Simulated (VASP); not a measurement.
Runs of VASP 6.6.1 on MoS2. The structure is that of space group P-6m2 (No. 187), or close to it. The cells are those of the table. 

```csv
cell,gap on the mesh (eV),pressure (GPa),largest force (eV/Å)
"a = 3.146, b = 3.146, c = 6.126 Å, angles 90.0, 90.0, 120.0°, 3 atoms",(c),(a),2.54
"a = 3.063, b = 3.063, c = 6.463 Å, angles 90.0, 90.0, 120.0°, 3 atoms",1.21,13.9,1.50
"a = 3.174, b = 3.174, c = 7.065 Å, angles 90.0, 90.0, 120.0°, 3 atoms",1.29,-9.6,1.71
"a = 3.135, b = 3.135, c = 6.439 Å, angles 90.0, 90.0, 120.0°, 3 atoms",(b),6.5,1.02
"a = 3.359, b = 3.359, c = 6.542 Å, angles 90.0, 90.0, 120.0°, 3 atoms",0.32,-11.7,0.71
```

Alike in all rows: task single point; level PBE+D3(BJ); potentials or basis VASP PAW PBE potentials, release 64 (Mo_sv, S); no spin polarisation; k mesh 12 × 12 × 6; cutoff (eV) 500; smearing gaussian 0.05 eV.

Estimate the missing entries.

(a) 15.1; (b) 1.01; (c) 0.18.

Caveats: forces of over 1 eV/Å act on the atoms, so gaps and moduli don't describe the material at rest (at least some runs); the cell stands under pressure (at least some runs); the cell stands under tension (at least some runs).

A k mesh can miss the band edges, and the runs leave out spin-orbit coupling on Mo.
